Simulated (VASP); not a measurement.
The system is ZnReH.

```
Zn Re H
1.0
     3.04104    0.00000    0.00000
     0.00000    3.04104    0.00000
     0.00000    0.00000    4.55813
Zn Re H
1 1 1
Direct
  0.00000 0.00000 0.50000
  0.00000 0.00000 0.00000
  0.50000 0.50000 0.00000
```

The cell was built from a structure type or drawn by symmetry, and may not be a known phase.

```yaml
Program: VASP 6.6.1
Task: relaxation of cell and atoms
Functional: PBE
Potentials_or_basis: VASP PAW PBE potentials, release 64 (Zn, Re, H)
Cutoff: 600 eV
k_mesh: 6 × 6 × 4
Occupations: gaussian, width 0.1 eV
Spin: no spin polarisation
```

At the start: pressure -1.0 GPa; volume 14.05 Å³/atom.

**Question.** Where does the relaxation end?

**Answer.** Over 6 steps the energy falls by 524.9 meV/atom and the volume is 12.78 Å³/atom (-9.0 %); space group P4/mmm (No. 123, to 0.1 Å) before and after.

Step by step:
```tsv
step	energy change (eV)	largest force (eV/Å)	pressure (GPa)	volume (Å³)
1	0.0000	0.0000	-0.98	42.15
2	-1.4220	0.0000	-3.84	40.24
3	-1.5061	0.0000	-7.85	40.93
4	-1.5454	0.0000	4.78	37.25
5	-1.5669	0.0000	-0.43	38.56
6	-1.5746	0.0000	0.05	38.34
```

Final structure:
```cif
data_structure
_symmetry_space_group_name_H-M 'P 1'
_symmetry_Int_Tables_number 1
_cell_length_a 2.7269
_cell_length_b 2.7269
_cell_length_c 5.1563
_cell_angle_alpha 90.000
_cell_angle_beta 90.000
_cell_angle_gamma 90.000
_cell_volume 38.34
loop_
_atom_site_label
_atom_site_type_symbol
_atom_site_fract_x
_atom_site_fract_y
_atom_site_fract_z
_atom_site_occupancy
Zn1 Zn 0.00000 0.00000 0.50000 1
Re1 Re 0.00000 0.00000 0.00000 1
H1 H 0.50000 0.50000 0.00000 1
```
